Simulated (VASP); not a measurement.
A run of VASP 6.6.1 is set up as follows.

The input INCAR:

```
SYSTEM = MoS2
PREC = Accurate
ENCUT = 500
EDIFF = 1E-6
ISMEAR = 0
SIGMA = 0.05
LREAL = .False.
LASPH = .True.
NELM = 120
ALGO = Normal
ISIF = 2
LWAVE = .False.
LCHARG = .True.
GGA = PE
LELF = .True.
LVHAR = .True.
NBANDS = 35
GGA_COMPAT = .False.
```

The input KPOINTS:

```
Automatic mesh
0
Gamma
  10 10 2
  0 0 0
```

POSCAR

```
MoS2
1.0
   -3.1855822414      0.0000000000      0.0000000000
   -1.5927911207     -2.7587951469      0.0000000000
   -3.5837800216     -2.0690963602     14.5104568311
Mo S
2 4
Direct
    0.1458333333      0.1458333333      0.2500000000
    0.1041666667      0.1041666667      0.7500000000
   -0.1484030445     -0.1484030445      0.6423151704
    0.5599302889      0.5599302889      0.1423151704
   -0.3099302889     -0.3099302889      0.8576848296
    0.3984030445      0.3984030445      0.3576848296
```

Potentials or basis: VASP PAW PBE potentials, release 64 (Mo_sv, S).

Run with:

```sh
$ cat potpaw_PBE.64/Mo_sv/POTCAR potpaw_PBE.64/S/POTCAR > POTCAR
$ mpirun -np 1 vasp_std > vasp.out
```

**Question.** Predict the largest force.

**Answer.** 0.026 eV/Å.

**Question.** Estimate the band gap on the k mesh.

**Answer.** 1.54 eV (least direct gap 1.91 eV).

**Question.** What does it give for the pressure?

**Answer.** -0.1 GPa.

Forces on the atoms (eV/Å):
```
Mo  -0.001 -0.001  0.002
Mo   0.001  0.001 -0.002
S    0.000  0.000  0.015
S   -0.001 -0.001  0.025
S    0.001  0.001 -0.025
S    0.000  0.000 -0.015
```

Caveat: the cell differs from its parent crystal (the part above a cut slid along it); this functional lacks dispersion, which binds layers or chains, so the pressure and a relaxed spacing across them are unreliable. A k mesh can miss the band edges.
